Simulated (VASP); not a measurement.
# N (P6_3/mmc) in VASP: a series of runs

The runs below take N through single point, relaxation of cell and atoms, relaxation of the atoms, with PBEsol.

Program: VASP 6.6.1. These are calculated values, not measurements. Logs are shortened: lines on timing, memory, paths and dates and some standing lists are left out, and cuts for length are marked.

### Step 1. The cell of the first run

It takes space group P6_3/mmc (No. 194, hexagonal). Conventional cell: a = 4.367 Å, b = 4.367 Å, c = 7.422 Å, α = 90.00°, β = 90.00°, γ = 120.00°. N (site symmetry 3m) has 1 N at 1.10 Å within 1.5 Å.

### Step 2. Single point, PBEsol

The input, INCAR:

```
SYSTEM = N
ALGO = Normal
EDIFF = 1E-7
ENCUT = 520
GGA = PS
ISIF = 2
ISMEAR = 0
LASPH = .True.
LCHARG = .False.
LREAL = .False.
LWAVE = .False.
NBANDS = 18
NELM = 60
PREC = Accurate
SIGMA = 0.02
```

The input, KPOINTS:

```
k-points
0
Gamma
  6 6 4
  0 0 0
```

The input, POSCAR:

```
N
1.0
    4.3671138075      0.0000000000      0.0000000000
   -2.1835569037      3.7820314985      0.0000000000
    0.0000000000      0.0000000000      7.4219008384
N
4
Direct
    0.3333333333      0.6666666667      0.3241071911
    0.3333333333      0.6666666667      0.1758928089
    0.6666666667      0.3333333333      0.8241071911
    0.6666666667      0.3333333333      0.6758928089
```

Potentials or basis: VASP PAW PBE potentials, release 64 (N).

The run is started by

```sh
$ cat potpaw_PBE.64/N/POTCAR > POTCAR
$ mpirun -np 1 vasp_std > vasp.out
```

OUTCAR:

```text
SYSTEM = N
   EDIFF = 1E-7
   ENCUT = 520
   GGA = PS
   ISIF = 2
   ISMEAR = 0
   LASPH = .True.
   LREAL = .False.
   NELM = 60
   PREC = Accurate

 ion  position               nearest neighbor table
   1  0.333  0.667  0.324-   2 1.10
   2  0.333  0.667  0.176-   1 1.10
   3  0.667  0.333  0.824-   4 1.10
   4  0.667  0.333  0.676-   3 1.10

  LATTYP: Found a hexagonal cell.
 ALAT       =     4.3671138075
 C/A-ratio  =     1.6994979214

  Lattice vectors:

 A1 = (   4.3671138075,   0.0000000000,   0.0000000000)
 A2 = (  -2.1835569037,   3.7820314985,   0.0000000000)
 A3 = (   0.0000000000,   0.0000000000,   7.4219008384)

Analysis of symmetry for initial positions (statically):
=====================================================================
 Subroutine PRICEL returns:
 Original cell was already a primitive cell.

 Routine SETGRP: Setting up the symmetry group for a
 hexagonal supercell.

 Subroutine GETGRP returns: Found 24 space group operations
 (whereof 12 operations were pure point group operations)
 out of a pool of 24 trial point group operations.

The static configuration has the point symmetry D_3d.
 The point group associated with its full space group is D_6h.

Analysis of symmetry for dynamics (positions and initial velocities):
=====================================================================
 Subroutine PRICEL returns:
 Original cell was already a primitive cell.

 Routine SETGRP: Setting up the symmetry group for a
 hexagonal supercell.

 Subroutine GETGRP returns: Found 24 space group operations
 (whereof 12 operations were pure point group operations)
 out of a pool of 24 trial point group operations.

The dynamic configuration has the point symmetry D_3d.
 The point group associated with its full space group is D_6h.

 Subroutine INISYM returns: Found 24 space group operations
 (whereof 12 operations are pure point group operations),
 and found     1 'primitive' translations

----------------------------------------------------------------------------------------

                                     Primitive cell

  volume of cell :     122.5843

  direct lattice vectors                    reciprocal lattice vectors
     4.367113808  0.000000000  0.000000000     0.228984186  0.132204081  0.000000000
    -2.183556904  3.782031498  0.000000000     0.000000000  0.264408163  0.000000000
     0.000000000  0.000000000  7.421900838     0.000000000  0.000000000  0.134736373

  length of vectors
     4.367113808  4.367113807  7.421900838     0.264408163  0.264408163  0.134736373

  position of ions in fractional coordinates (direct lattice)
     0.333333333  0.666666667  0.324107191
     0.333333333  0.666666667  0.175892809
     0.666666667  0.333333333  0.824107191
     0.666666667  0.333333333  0.675892809

  ion indices of the primitive-cell ions
   primitive index   ion index
                 1           1
                 2           2
                 3           3
                 4           4

----------------------------------------------------------------------------------------

 KPOINTS: k-points

Automatic generation of k-mesh.
 Grid dimensions read from file:
 generate k-points for:    6    6    4

 Generating k-lattice:

  Cartesian coordinates                     Fractional coordinates (reciprocal lattice)
     0.038164031  0.022034014  0.000000000     0.166666667  0.000000000  0.000000000
     0.000000000  0.044068027  0.000000000     0.000000000  0.166666667  0.000000000
     0.000000000  0.000000000  0.033684093     0.000000000  0.000000000  0.250000000

  Length of vectors
     0.044068027  0.044068027  0.033684093

  Shift w.r.t. Gamma in fractional coordinates (k-lattice)
     0.000000000  0.000000000  0.000000000

 Subroutine IBZKPT returns following result:
 ===========================================

 Found     21 irreducible k-points:

 Following reciprocal coordinates:
            Coordinates               Weight
  0.000000  0.000000  0.000000      1.000000
  0.166667  0.000000  0.000000      6.000000
  0.333333  0.000000  0.000000      6.000000
  0.500000 -0.000000  0.000000      3.000000
  0.166667  0.166667  0.000000      6.000000
  0.333333  0.166667  0.000000     12.000000
[... 13 lines left out ...]
  0.333333  0.166667  0.500000     12.000000
  0.333333  0.333333  0.500000      2.000000
   k-points           NKPTS =     21   k-points in BZ     NKDIM =     21   number of bands    NBANDS=     18
   number of dos      NEDOS =    301   number of ions     NIONS =      4
   total plane-waves  NPLWV =  57344
   dimension x,y,z NGX =    32 NGY =   32 NGZ =   56
   dimension x,y,z NGXF=    64 NGYF=   64 NGZF=  112
   ions per type =               4
   NGX,Y,Z   is equivalent  to a cutoff of  12.18, 12.18, 12.54 a.u.
   NGXF,Y,Z  is equivalent  to a cutoff of  24.36, 24.36, 25.09 a.u.
 SYSTEM =  N
   PREC   = accura    normal or accurate (medium, high low for compatibility)
   ISTART =      0    job   : 0-new  1-cont  2-samecut
   ICHARG =      2    charge: 1-file 2-atom 10-const
   ISPIN  =      1    spin polarized calculation?
   LNONCOLLINEAR =      F non collinear calculations
   LSORBIT =      F    spin-orbit coupling
   LASPH  =      T    aspherical Exc in radial PAW
   ENCUT  =  520.0 eV  38.22 Ry    6.18 a.u.   8.12  8.12 13.80*2*pi/ulx,y,z
   NELM   =     60;   NELMIN=  2; NELMDL= -5     # of ELM steps
   EDIFF  = 0.1E-06   stopping-criterion for ELM
   LREAL  =      F    real-space projection
   EDIFFG = 0.1E-05   stopping-criterion for IOM
   NSW    =      0    number of steps for IOM
   IBRION =     -1    ionic relax: 0-MD 1-quasi-New 2-CG
   NFREE  =      0    steps in history (QN), initial steepest desc. (CG)
   ISIF   =      2    stress and relaxation
   ISYM   =      2    0-nonsym 1-usesym 2-fastsym
   POTIM  = 0.5000    time-step for ionic-motion
   TEBEG  =    0.0;   TEEND  =   0.0 temperature during run
   PSTRESS=    0.0 pullay stress
   NELECT =      20.0000    total number of electrons
   NUPDOWN=      -1.0000    fix difference up-down
   EMIN   =  10.00;   EMAX   =-10.00  energy-range for DOS
   EFERMI =   0.00;   METHOD = LEGACY
   ISMEAR =     0;   SIGMA  =   0.02  broadening in eV -4-tet -1-fermi 0-gaus
   EFERMI_NEDOS =   21; number of points for ismear=-14 and -15
   IALGO  =     38    algorithm
   IMIX   =      4    mixing-type and parameters
     AMIX     =   0.40;   BMIX     =  1.00
     AMIX_MAG =   1.60;   BMIX_MAG =  1.00
  volume/ion in A,a.u.               =      30.65       206.81
  Fermi-wavevector in a.u.,A,eV,Ry     =   0.894554  1.690462 10.887747  0.800227
  Thomas-Fermi vector in A             =   2.016774
   LORBIT       =      0    0 simple, 1 ext, 2 COOP (PROOUT), +10 PAW based schemes
   GGA     = PS    functional components
   LHFCALC =     F    Hartree Fock is set to
   AEXX    =    0.0000 exact exchange contribution
   IVDW    =     0    specifies the selected vdW correction
   LEPSILON=     F    determine dielectric tensor
   LRPA    =     F    only Hartree local field effects (RPA)
 non-spin polarized calculation
 Gauss-broadening in eV      SIGMA  =   0.02
  energy-cutoff  :      520.00
  volume of cell :      122.58
 maximum number of plane-waves:      3322
   NGX = 17   NGY = 17   NGZ = 27

 number of electron      20.0000003 magnetization

 Free energy of the ion-electron system (eV)
  ---------------------------------------------------
  ext. energy  EPLUGINS =         0.00000000
  ---------------------------------------------------
  free energy    TOTEN  =       -34.12484101 eV

  energy without entropy =      -34.12484101  energy(sigma->0) =      -34.12484101

 E-fermi :  -7.1500     XC(G=0):  -5.2842

 val. band max:       -7.2867068323   @ k =   0.0000   0.0000   0.0000
 cond. band min:       0.0694433469   @ k =   0.3333   0.3333   0.0000
 fundamental gap:      7.3561501791
 Fermi energy:        -7.1500393201

 k-point     1 :       0.0000    0.0000    0.0000
  band No.  band energies     occupation
      1     -25.7811      2.00000
      2     -25.7689      2.00000
      3     -11.0545      2.00000
      4     -10.5845      2.00000
      5      -9.0385      2.00000
      6      -9.0385      2.00000
[... 10 lines left out ...]
     17       4.7604      0.00000
     18       8.8760      0.00000

 k-point     2 :       0.1667    0.0000    0.0000
  band No.  band energies     occupation
      1     -25.7782      2.00000
      2     -25.7676      2.00000
      3     -11.0172      2.00000
      4     -10.6028      2.00000
      5      -9.0866      2.00000
      6      -9.0549      2.00000
[... 10 lines left out ...]
     17       5.1795      0.00000
     18       7.4650      0.00000

 k-point     3 :       0.3333    0.0000    0.0000
  band No.  band energies     occupation
      1     -25.7727      2.00000
      2     -25.7658      2.00000
      3     -10.9255      2.00000
      4     -10.6558      2.00000
      5      -9.1902      2.00000
      6      -9.1326      2.00000
[... 10 lines left out ...]
     17       5.9302      0.00000
     18       6.1843      0.00000

 k-point     4 :       0.5000   -0.0000    0.0000
  band No.  band energies     occupation
      1     -25.7692      2.00000
      2     -25.7654      2.00000
      3     -10.8567      2.00000
      4     -10.7051      2.00000
      5      -9.2399      2.00000
      6      -9.1720      2.00000
[... 10 lines left out ...]
     17       5.5403      0.00000
     18       6.3678      0.00000

 k-point     5 :       0.1667    0.1667    0.0000
  band No.  band energies     occupation
      1     -25.7742      2.00000
      2     -25.7662      2.00000
      3     -10.9519      2.00000
      4     -10.6391      2.00000
      5      -9.1431      2.00000
      6      -9.1327      2.00000
[... 10 lines left out ...]
     17       5.8810      0.00000
     18       6.3939      0.00000

 k-point     6 :       0.3333    0.1667    0.0000
  band No.  band energies     occupation
      1     -25.7693      2.00000
      2     -25.7654      2.00000
      3     -10.8582      2.00000
      4     -10.7037      2.00000
      5      -9.2144      2.00000
      6      -9.1594      2.00000
[... 10 lines left out ...]
     17       5.4614      0.00000
     18       6.6590      0.00000

 k-point     7 :       0.3333    0.3333    0.0000
  band No.  band energies     occupation
      1     -25.7663      2.00000
      2     -25.7663      2.00000
      3     -10.7760      2.00000
      4     -10.7760      2.00000
      5      -9.2026      2.00000
      6      -9.1498      2.00000
[... 10 lines left out ...]
     17       5.2906      0.00000
     18       6.7009      0.00000

 k-point     8 :       0.0000    0.0000    0.2500
  band No.  band energies     occupation
      1     -25.7793      2.00000
      2     -25.7706      2.00000
      3     -10.9970      2.00000
      4     -10.6681      2.00000
      5      -9.0298      2.00000
      6      -9.0298      2.00000
[... 10 lines left out ...]
     17       5.4478      0.00000
     18       8.4533      0.00000
[... 166 lines left out ...]
     17       7.1284      0.00000
     18       7.1284      0.00000

 k-point    17 :       0.3333    0.0000    0.5000
  band No.  band energies     occupation
      1     -25.7693      2.00000
      2     -25.7693      2.00000
      3     -10.8042      2.00000
      4     -10.8042      2.00000
      5      -9.1425      2.00000
      6      -9.1425      2.00000
[... 10 lines left out ...]
     17       6.2999      0.00000
     18       6.2999      0.00000

 k-point    18 :       0.5000   -0.0000    0.5000
  band No.  band energies     occupation
      1     -25.7674      2.00000
      2     -25.7674      2.00000
      3     -10.7903      2.00000
      4     -10.7903      2.00000
      5      -9.1840      2.00000
      6      -9.1840      2.00000
[... 10 lines left out ...]
     17       5.3153      0.00000
     18       5.3153      0.00000

 k-point    19 :       0.1667    0.1667    0.5000
  band No.  band energies     occupation
      1     -25.7702      2.00000
      2     -25.7702      2.00000
      3     -10.8110      2.00000
      4     -10.8110      2.00000
      5      -9.1130      2.00000
      6      -9.1130      2.00000
[... 10 lines left out ...]
     17       6.7496      0.00000
     18       6.7496      0.00000

 k-point    20 :       0.3333    0.1667    0.5000
  band No.  band energies     occupation
      1     -25.7674      2.00000
      2     -25.7674      2.00000
      3     -10.7902      2.00000
      4     -10.7902      2.00000
      5      -9.1625      2.00000
      6      -9.1625      2.00000
[... 10 lines left out ...]
     17       5.6546      0.00000
     18       5.6546      0.00000

 k-point    21 :       0.3333    0.3333    0.5000
  band No.  band energies     occupation
      1     -25.7664      2.00000
      2     -25.7664      2.00000
      3     -10.7832      2.00000
      4     -10.7832      2.00000
      5      -9.1381      2.00000
      6      -9.1381      2.00000
[... 10 lines left out ...]
     17       5.1240      0.00000
     18       5.1240      0.00000

------------------------ aborting loop because EDIFF is reached ----------------------------------------

  FORCE on cell =-STRESS in cart. coord.  units (eV):
  Direction    XX          YY          ZZ          XY          YZ          ZX
  --------------------------------------------------------------------------------------
  -------------------------------------------------------------------------------------
  Total       -0.0769573     -0.0769573      3.9378366     -0.0000000      0.0000000     -0.0000000
  in kB       -1.0058328     -1.0058328     51.4675479     -0.0000000      0.0000000     -0.0000000
  external PRESSURE =      16.4852941 kB  Pullay stress =       0.0000000 kB

 VOLUME and BASIS-vectors are now :
 -----------------------------------------------------------------------------
  energy-cutoff  :      520.00
  volume of cell :      122.58
      direct lattice vectors                 reciprocal lattice vectors
     4.367113808  0.000000000  0.000000000     0.228984186  0.132204081  0.000000000
    -2.183556904  3.782031498  0.000000000     0.000000000  0.264408163  0.000000000
     0.000000000  0.000000000  7.421900838     0.000000000  0.000000000  0.134736373

 POSITION                                       TOTAL-FORCE (eV/Angst)
 -----------------------------------------------------------------------------------
     -0.00000      2.52135      2.40549         0.000000      0.000000      1.871103
     -0.00000      2.52135      1.30546         0.000000     -0.000000     -1.871103
      2.18356      1.26068      6.11644        -0.000000      0.000000      1.871103
      2.18356      1.26068      5.01641        -0.000000     -0.000000     -1.871103
 -----------------------------------------------------------------------------------
    total drift:                               -0.000000      0.000000      0.000000

  FREE ENERGIE OF THE ION-ELECTRON SYSTEM (eV)
  ---------------------------------------------------
  free  energy   TOTEN  =       -34.1248410143 eV

  energy  without entropy=      -34.1248410143  energy(sigma->0) =      -34.12484101
```

Run time: 21 s. Hardware: 1 thread of Intel Xeon 6975P-C (Granite Rapids), shared host; peak memory 0.22 GiB.

Results:

```yaml
Free_energy: -34.1248 eV
Pressure: 1.6 GPa
Largest_force: 1.871 eV/Å
Band_gap_on_the_k_mesh: 7.36 eV, indirect (least direct gap 7.56 eV)
```

Forces in eV/Å, atoms in the order of the input:
```
N    0.000  0.000  1.871
N    0.000  0.000 -1.871
N    0.000  0.000  1.871
N    0.000  0.000 -1.871
```

Caveat: the standard files for N, O and F lose accuracy on very short bonds; the PAW data sets were made with another functional, which shifts forces and pressure a little.

(Continued in part 2 of 2.)
